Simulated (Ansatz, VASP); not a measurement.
**PtSe2 in VASP and in Ansatz**

INCAR

```
SYSTEM = PtSe2
PREC = Accurate
ENCUT = 520
EDIFF = 1E-6
ISMEAR = 0
SIGMA = 0.15
LREAL = .FALSE.
LASPH = .TRUE.
NELM = 80
ALGO = Normal
ISIF = 2
LWAVE = .FALSE.
LCHARG = .TRUE.
GGA = PE
LELF = .TRUE.
LVHAR = .TRUE.
NBANDS = 18
```

File KPOINTS:

```
Automatic mesh
0
G
  12 12 10
  0 0 0
```

The input POSCAR:

```
PtSe2
1.0
    3.7240006046      0.0000000000      0.0465500076
   -1.8620003023      3.2250791273     -0.0232750038
    0.0632750000      0.0000000000      5.0620000000
Pt Se
1 2
Direct
    0.0000000000      0.0000000000      0.0000000000
    0.3333333333      0.6666666667      0.2500000000
    0.6666666667      0.3333333333      0.7500000000
```

Input for Ansatz:

```yaml
crystal:
  lattice:
    - [3.7240006046, 0.0, 0.0465500076]
    - [-1.8620003023, 3.2250791273, -0.0232750038]
    - [0.063275, 0.0, 5.062]
  atoms:
    - { symbol: Pt, position: [0.0, 0.0, 0.0] }
    - { symbol: Se, position: [0.3333333333, 0.6666666667, 0.25] }
    - { symbol: Se, position: [0.6666666667, 0.3333333333, 0.75] }
basis:
  ecutwfc: 420
kpoints:
  mp_grid: { grid: [12, 12, 10] }
hamiltonian:
  xc: pbe
scf:
  occupations: { method: gaussian, width: 0.15 }
output:
  forces: true
  stress: true
  eigenvalues: true
```

Change from the starting cell: strain +0.0250 x Voigt [0, 0, 0, 0, 1, 0], atoms carried along.

Alike in both runs: task single point; functional PBE; k mesh 12 × 12 × 10; occupations gaussian, width 0.15 eV; no spin polarisation.

```csv
,VASP,Ansatz
version,VASP 6.6.1,Ansatz 0.2.0
potentials or method,"VASP PAW PBE potentials, release 64 (Pt, Se), cutoff 520 eV","scalar-relativistic, plane waves, PAW"
valence electrons in the cell,22,50
```

|  | VASP | Ansatz | Ansatz less VASP |
| --- | --- | --- | --- |
| gap on the k mesh at the Fermi level (eV) | none | none | - |
| pressure (GPa) | 7.4 | 7.4 | 0.00 |
| traceless stress, the component that is largest in VASP (GPa) | -2.24 | -2.24 | -0.001 |
| rms of the force components (eV/Å) | 0.304 | 0.301 | -0.0025 |

Atom by atom the forces differ by 0.003 eV/Å (rms over components). A gap of «none» marks a metal or a gap that the smearing closes. VASP's potentials hold 22 valence electrons a cell and Ansatz's 50, so a difference there can come from the potentials and not from the codes.

Neither program's run includes spin-orbit coupling.
